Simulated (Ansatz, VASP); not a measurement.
**Two plane-wave programs on BeS**

Contents of INCAR:

```
SYSTEM = BeS
PREC     = Accurate       ! precision mode
ENCUT    = 520            ! plane-wave cutoff, eV
EDIFF    = 1E-7           ! SCF threshold, eV
ISMEAR   = 0              ! smearing method
SIGMA    = 0.05           ! smearing width, eV
LREAL    = .FALSE.        ! projectors in reciprocal space
LASPH    = .TRUE.         ! aspherical terms in the spheres
NELM     = 60             ! most SCF steps
ALGO     = Normal         ! electronic algorithm
ISIF     = 2              ! what is computed and relaxed
LWAVE    = .FALSE.        ! write WAVECAR
LCHARG   = .FALSE.        ! write CHGCAR
GGA      = PS             ! functional
NBANDS   = 11             ! bands
```

KPOINTS

```
regular mesh
0
G
  10 10 10
  0 0 0
```

The input POSCAR:

```
BeS
1.0
    0.0000000000      2.4189899955      2.4189899955
    2.4189899955      0.0000000000      2.4189899955
    2.4189899955      2.4189899955      0.0000000000
Be S
1 1
Direct
    0.0000000000      0.0000000000      0.0000000000
    0.7500000000      0.7500000000      0.7500000000
```

Input for Ansatz:

```yaml
crystal:
  lattice:
    - [0.0, 2.4189899955, 2.4189899955]
    - [2.4189899955, 0.0, 2.4189899955]
    - [2.4189899955, 2.4189899955, 0.0]
  atoms:
    - { symbol: Be, position: [0.0, 0.0, 0.0] }
    - { symbol: S, position: [0.75, 0.75, 0.75] }
basis:
  ecutwfc: 520.0
kpoints:
  mp_grid: { grid: [10, 10, 10] }
hamiltonian:
  xc: pbesol
scf:
  occupations: { method: gaussian, width: 0.05 }
output:
  forces: true
  stress: true
  eigenvalues: true
```

Alike in both runs: task single point; functional PBEsol; k mesh 10 × 10 × 10; occupations gaussian, width 0.05 eV; no spin polarisation.

```csv
,VASP,Ansatz
version,VASP 6.6.1,Ansatz 0.2.0
potentials or method,"VASP PAW PBE potentials, release 64 (Be, S), cutoff 520 eV","scalar-relativistic, plane waves, PAW"
valence electrons in the cell,8,8
```

Ansatz gave:

| Quantity | Value |
| --- | --- |
| gap on the k mesh at the Fermi level (eV) | 2.91 |
| least direct gap on the mesh (eV) | 5.58 |
| pressure (GPa) | 0.0 |

Problem. Estimate VASP's values.

Solution. gap on the k mesh at the Fermi level (eV): 2.91; least direct gap on the mesh (eV): 5.61; pressure (GPa): 0.2.

VASP's potentials were made for PBE, not for PBEsol.
